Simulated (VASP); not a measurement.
Input of a VASP 6.6.1 run:

Contents of POSCAR:

```
BAs
1.0
    2.9570103300      0.0000000000      0.0000000000
    0.0000000000      2.9570103300      0.0000000000
    0.0000000000      0.0000000000      2.9570103300
B As
1 1
Direct
    0.5000000000      0.5000000000      0.5000000000
    0.0000000000      0.0000000000      0.0000000000
```

The input INCAR.step1:

```
  ALGO = Normal
  EDIFF = 1E-5
  ENCUT = 460
  GGA = PE
  GGA_COMPAT = False
  ISIF = 2
  ISMEAR = -1
  LASPH = True
  LCHARG = False
  LREAL = False
  LWAVE = True
  NBANDS = 16
  NELM = 120
  PREC = Accurate
  SIGMA = 0.05
```

The input INCAR.step2:

```
  AEXX = 0.5
  ALGO = Normal
  EDIFF = 1E-6
  ENCUT = 460
  GGA_COMPAT = False
  ISIF = 2
  ISMEAR = -1
  ISTART = 1
  LASPH = True
  LCHARG = False
  LHFCALC = True
  LMIXTAU = True
  LREAL = False
  LWAVE = False
  METAGGA = R2SCAN
  NBANDS = 16
  NELM = 120
  PREC = Accurate
  PRECFOCK = Normal
  SIGMA = 0.05
```

Contents of KPOINTS:

```
k-points
0
Gamma
  5 5 5
```

Potentials or basis: VASP PAW PBE potentials, release 64 (B, As_d).

Launch:

```bash
$ cat potpaw_PBE.64/B/POTCAR potpaw_PBE.64/As_d/POTCAR > POTCAR
$ cp INCAR.step1 INCAR
$ mpirun -np 1 vasp_std > vasp.out
$ cp INCAR.step2 INCAR
$ mpirun -np 1 vasp_std > vasp.out
```

Q: Predict the pressure.

A: -12.5 GPa.

Q: Predict the band gap on the k mesh.

A: Zero (bands 9 and 10 overlap by 6.14 eV).

Caveat: the k points lie up to 0.42 Å⁻¹ apart, too coarse for converged energies and pressures of a metal; the PAW data sets were made with another functional, which shifts forces and pressure a little.
